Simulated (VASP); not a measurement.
# HfH2: electric field gradients with LDA

Crystal: HfH2.

```
Hf H
1.0
    -1.70422    1.70422    2.18050
     1.70422   -1.70422    2.18050
     1.70422    1.70422   -2.18050
Hf H
1 2
Direct
  0.00000 0.00000 0.00000
  0.75000 0.25000 0.50000
  0.25000 0.75000 0.50000
```

This cell differs from its parent crystal: equal xx and yy strain of -2 %.

```
Program                : VASP 6.6.1
Task                   : electric field gradients
Functional             : LDA
Potentials or basis    : VASP PAW LDA potentials, release 64 (Hf_pv, H)
Cutoff                 : 520 eV
k mesh                 : 12 × 12 × 12
Occupations            : fermi-dirac, width 0.03 eV
Spin                   : no spin polarisation
Dipole correction      : no
Further INCAR settings : ALGO = Normal; EDIFF = 1e-08; NBANDS = 13
```

The pressure is -2.5 GPa and the band gap on the k mesh is zero (bands 6 and 7 overlap by 0.91 eV). The largest electric field gradient by atom is Hf -24.1; H -0.1 V/Å².

Stress tensor (GPa, compression positive):
```
-1.67  0.00  0.00
 0.00 -1.67  0.00
 0.00  0.00 -4.13
```

Levels at points of the mesh, in eV from the Fermi level:
```csv
k point,band 4,band 5,band 6,band 7,band 8,band 9
"(0.00, 0.00, 0.00)",-11.36,-1.18,-0.49,-0.49,0.18,2.08
"(0.50, 0.00, 0.00)",-8.49,-5.00,-0.75,0.42,4.07,4.79
"(0.50, 0.50, 0.00)",-6.83,-5.47,-4.19,4.21,4.48,5.44
"(0.50, 0.50, 0.50)",-7.73,-4.29,-3.96,4.77,4.91,4.91
```

Electric field gradients, principal values (V/Å²):
```csv
atom,least,middle,greatest (by size)
1 Hf,12.065,12.066,-24.131
2 H,0.031,0.034,-0.064
3 H,0.031,0.034,-0.064
```

It took 21 s on 1 thread of Intel(R) Xeon(R) Platinum 8559C (Emerald Rapids), with other jobs on the host, peak memory 0.17 GiB.

Caveat: the cell differs from its parent crystal (equal xx and yy strain of -2 %); without QUAD_EFG the Cq values of the log hold for a quadrupole moment of 1 mb, not for the nuclei; spin-orbit coupling is left out, which moves the levels of the heavy elements.
